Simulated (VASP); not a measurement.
# NaCl (Pm-3m) in VASP: further runs, part 3 of 3

VASP 6.6.1.

### Step 5. Electric field gradients, PBE (11.35 Å³/atom)

This run uses another cell than the first one, of 11.35 Å³/atom.

INCAR reads:

```
ALGO     = Normal         # electronic algorithm
EDIFF    = 1E-8           # SCF threshold, eV
ENCUT    = 400            # plane-wave cutoff, eV
GGA      = PE             # functional
GGA_COMPAT= False        
ISIF     = 2              # what is computed and relaxed
ISMEAR   = -1             # smearing method
LASPH    = True           # aspherical terms in the spheres
LCHARG   = False          # write CHGCAR
LEFG     = True         
LREAL    = False          # projectors in reciprocal space
LWAVE    = False          # write WAVECAR
NBANDS   = 14             # bands
NELM     = 120            # most SCF steps
PREC     = Accurate       # precision mode
SIGMA    = 0.02           # smearing width, eV
```

KPOINTS reads:

```
k-points
0
Gamma
  8 8 8
```

POSCAR reads:

```
NaCl
1.0
    2.8311091358      0.0000000000      0.0000000000
    0.0000000000      2.8311091358      0.0000000000
    0.0000000000      0.0000000000      2.8311091358
Na Cl
1 1
Direct
    0.0000000000      0.0000000000      0.0000000000
    0.5000000000      0.5000000000      0.5000000000
```

Potentials or basis: VASP PAW PBE potentials, release 64 (Na_pv, Cl).

Launch:

```console
cat potpaw_PBE.64/Na_pv/POTCAR potpaw_PBE.64/Cl/POTCAR > POTCAR
mpirun -np 1 vasp_std > vasp.out
```

OUTCAR:

```text
EDIFF = 1E-8
   ENCUT = 400
   GGA = PE
   ISIF = 2
   ISMEAR = -1
   LASPH = True
   LREAL = False
   NELM = 120
   PREC = Accurate

 ion  position               nearest neighbor table
   1  0.000  0.000  0.000-   2 2.45   2 2.45   2 2.45   2 2.45   2 2.45   2 2.45   2 2.45   2 2.45

   2  0.500  0.500  0.500-   1 2.45   1 2.45   1 2.45   1 2.45   1 2.45   1 2.45   1 2.45   1 2.45

  LATTYP: Found a simple cubic cell.
 ALAT       =     2.8311091358

  Lattice vectors:

 A1 = (   2.8311091358,   0.0000000000,   0.0000000000)
 A2 = (   0.0000000000,   2.8311091358,   0.0000000000)
 A3 = (   0.0000000000,   0.0000000000,   2.8311091358)

Analysis of symmetry for initial positions (statically):
=====================================================================
 Subroutine PRICEL returns:
 Original cell was already a primitive cell.

 Routine SETGRP: Setting up the symmetry group for a
 simple cubic supercell.

 Subroutine GETGRP returns: Found 48 space group operations
 (whereof 48 operations were pure point group operations)
 out of a pool of 48 trial point group operations.

The static configuration has the point symmetry O_h .

Analysis of symmetry for dynamics (positions and initial velocities):
=====================================================================
 Subroutine PRICEL returns:
 Original cell was already a primitive cell.

 Routine SETGRP: Setting up the symmetry group for a
 simple cubic supercell.

 Subroutine GETGRP returns: Found 48 space group operations
 (whereof 48 operations were pure point group operations)
 out of a pool of 48 trial point group operations.

The dynamic configuration has the point symmetry O_h .

 Subroutine INISYM returns: Found 48 space group operations
 (whereof 48 operations are pure point group operations),
 and found     1 'primitive' translations

----------------------------------------------------------------------------------------

                                     Primitive cell

  volume of cell :      22.6918

  direct lattice vectors                    reciprocal lattice vectors
     2.831109136  0.000000000  0.000000000     0.353218457  0.000000000  0.000000000
     0.000000000  2.831109136  0.000000000     0.000000000  0.353218457  0.000000000
     0.000000000  0.000000000  2.831109136     0.000000000  0.000000000  0.353218457

  length of vectors
     2.831109136  2.831109136  2.831109136     0.353218457  0.353218457  0.353218457

  position of ions in fractional coordinates (direct lattice)
     0.000000000  0.000000000  0.000000000
     0.500000000  0.500000000  0.500000000

  ion indices of the primitive-cell ions
   primitive index   ion index
                 1           1
                 2           2

----------------------------------------------------------------------------------------

 KPOINTS: k-points

Automatic generation of k-mesh.
 Grid dimensions read from file:
 generate k-points for:    8    8    8

 Generating k-lattice:

[... 80 lines left out ...]
     AMIX     =   0.40;   BMIX     =  1.00
     AMIX_MAG =   1.60;   BMIX_MAG =  1.00
  volume/ion in A,a.u.               =      11.35        76.57
  Fermi-wavevector in a.u.,A,eV,Ry     =   1.393673  2.633660 26.426930  1.942325
  Thomas-Fermi vector in A             =   2.517296
   LORBIT       =      0    0 simple, 1 ext, 2 COOP (PROOUT), +10 PAW based schemes
   GGA     = PE    functional components
   LHFCALC =     F    Hartree Fock is set to
   AEXX    =    0.0000 exact exchange contribution
   IVDW    =     0    specifies the selected vdW correction
   LEPSILON=     F    determine dielectric tensor
   LRPA    =     F    only Hartree local field effects (RPA)
 non-spin polarized calculation
  energy-cutoff  :      400.00
  volume of cell :       22.69
 maximum number of plane-waves:       437
   NGX =  9   NGY =  9   NGZ =  9

 number of electron      13.9999951 magnetization

 Free energy of the ion-electron system (eV)
  ---------------------------------------------------
  ext. energy  EPLUGINS =         0.00000000
  ---------------------------------------------------
  free energy    TOTEN  =        -3.89392517 eV

  energy without entropy =       -3.89392517  energy(sigma->0) =       -3.89392517

 E-fermi :   7.7264     XC(G=0): -11.5329

 val. band max:        7.2695728817   @ k =   0.5000   0.5000   0.0000
 cond. band min:      11.5595195323   @ k =   0.5000   0.5000   0.0000
 fundamental gap:      4.2899466505
 Fermi energy:         7.7263937735

 k-point     1 :       0.0000    0.0000    0.0000
  band No.  band energies     occupation
      1     -15.5505      2.00000
      2     -15.5505      2.00000
      3     -15.5505      2.00000
      4      -9.9881      2.00000
      5       5.9552      2.00000
      6       5.9552      2.00000
      7       5.9552      2.00000
      8      13.7672      0.00000
      9      13.7672      0.00000
     10      14.9852      0.00000
     11      25.1780      0.00000
     12      25.1780      0.00000
     13      25.1780      0.00000
     14      30.2140      0.00000
[... 377 lines left out ...]
      1     -15.8462      2.00000
      2     -15.7745      2.00000
      3     -15.5241      2.00000
      4      -7.4452      2.00000
      5       1.5256      2.00000
      6       2.3465      2.00000
      7       6.1853      2.00000
      8      12.5299      0.00000
      9      17.9312      0.00000
     10      18.4813      0.00000
     11      19.4101      0.00000
     12      24.8029      0.00000
     13      25.3028      0.00000
     14      29.1316      0.00000

 [... further k-points ...]

------------------------ aborting loop because EDIFF is reached ----------------------------------------

  FORCE on cell =-STRESS in cart. coord.  units (eV):
  Direction    XX          YY          ZZ          XY          YZ          ZX
  --------------------------------------------------------------------------------------
  -------------------------------------------------------------------------------------
  Total       10.3483799     10.3483799     10.3483799      0.0000000     -0.0000000      0.0000000
  in kB      730.6562619    730.6562619    730.6562619      0.0000000     -0.0000000      0.0000000
  external PRESSURE =     730.6562619 kB  Pullay stress =       0.0000000 kB

 VOLUME and BASIS-vectors are now :
 -----------------------------------------------------------------------------
  energy-cutoff  :      400.00
  volume of cell :       22.69
      direct lattice vectors                 reciprocal lattice vectors
     2.831109136  0.000000000  0.000000000     0.353218457  0.000000000  0.000000000
     0.000000000  2.831109136  0.000000000     0.000000000  0.353218457  0.000000000
     0.000000000  0.000000000  2.831109136     0.000000000  0.000000000  0.353218457

 POSITION                                       TOTAL-FORCE (eV/Angst)
 -----------------------------------------------------------------------------------
      0.00000      0.00000      0.00000         0.000000      0.000000      0.000000
      1.41555      1.41555      1.41555         0.000000      0.000000      0.000000
 -----------------------------------------------------------------------------------
    total drift:                                0.000000     -0.000000     -0.000000

  FREE ENERGIE OF THE ION-ELECTRON SYSTEM (eV)
  ---------------------------------------------------
  free  energy   TOTEN  =        -3.8939251708 eV

  energy  without entropy=       -3.8939251708  energy(sigma->0) =       -3.89392517

 Electric field gradients (V/A^2)
---------------------------------------------------------------------
 ion       V_xx      V_yy      V_zz      V_xy      V_xz      V_yz
---------------------------------------------------------------------
   1       0.000     0.000    -0.000    -0.000     0.000     0.000
   2      -0.000    -0.000     0.000    -0.000     0.000     0.000
---------------------------------------------------------------------

 Electric field gradients after diagonalization (V/A^2)
 (convention: |V_zz| > |V_xx| > |V_yy|)
----------------------------------------------------------------------
 ion       V_xx      V_yy      V_zz     asymmetry (V_yy - V_xx)/ V_zz
----------------------------------------------------------------------
   1       0.000     0.000    -0.000       0.100
   2      -0.000    -0.000     0.000       0.046
----------------------------------------------------------------------

           NMR quadrupolar parameters

 Cq : quadrupolar parameter    Cq=e*Q*V_zz/h
 eta: asymmetry parameters     (V_yy - V_xx)/ V_zz
 Q  : nuclear electric quadrupole moment in mb (millibarn)
----------------------------------------------------------------------
 ion       Cq(MHz)       eta       Q (mb)
----------------------------------------------------------------------
   1      -0.000       0.100       1.000
   2       0.000       0.046       1.000
----------------------------------------------------------------------
```

Wall time 15 s (1 thread of AMD EPYC, shared host); peak memory 0.08 GiB.

What came out:

```yaml
Free_energy: -3.8939 eV
Pressure: 73.1 GPa
Band_gap_on_the_k_mesh: 4.29 eV
Largest_electric_field_gradient_by_atom: zero within the noise of the run
```

Levels at points of the mesh, in eV from the valence-band top:
| k point | band 4 | band 5 | band 6 | band 7 | band 8 | band 9 | band 10 | band 11 |
| --- | --- | --- | --- | --- | --- | --- | --- | --- |
| (0.00, 0.00, 0.00) | -17.26 | -1.31 | -1.31 | -1.31 | 6.50 | 6.50 | 7.72 | 17.91 |
| (0.50, 0.00, 0.00) | -15.48 | -7.17 | -0.83 | -0.83 | 9.15 | 9.44 | 12.77 | 12.77 |
| (0.50, 0.50, 0.00) | -14.72 | -5.55 | -5.55 | 0.00 | 4.29 | 10.76 | 12.76 | 12.76 |
| (0.50, 0.50, 0.50) | -13.43 | -5.00 | -5.00 | -5.00 | 6.25 | 6.25 | 6.25 | 17.41 |

Caveat: the cell stands under pressure. A k mesh can miss the band edges.

### Step 6. Overview

| cell | gap on the mesh (eV) | pressure (GPa) |
| --- | --- | --- |
| a = 2.821 Å, 2 atoms | 4.25 | 76.0 |
| a = 2.802 Å, 2 atoms | 4.16 | 82.2 |
| a = 2.831 Å, 2 atoms | 4.29 | 73.1 |

Alike in all rows: task electric field gradients; level PBE; potentials or basis VASP PAW PBE potentials, release 64 (Na_pv, Cl); no spin polarisation; k mesh 8 × 8 × 8; cutoff (eV) 400; smearing fermi-dirac 0.02 eV.

Caveats: the cell stands under pressure.

Total energies depend on the potentials used, so only differences within one code and one set of settings carry meaning.
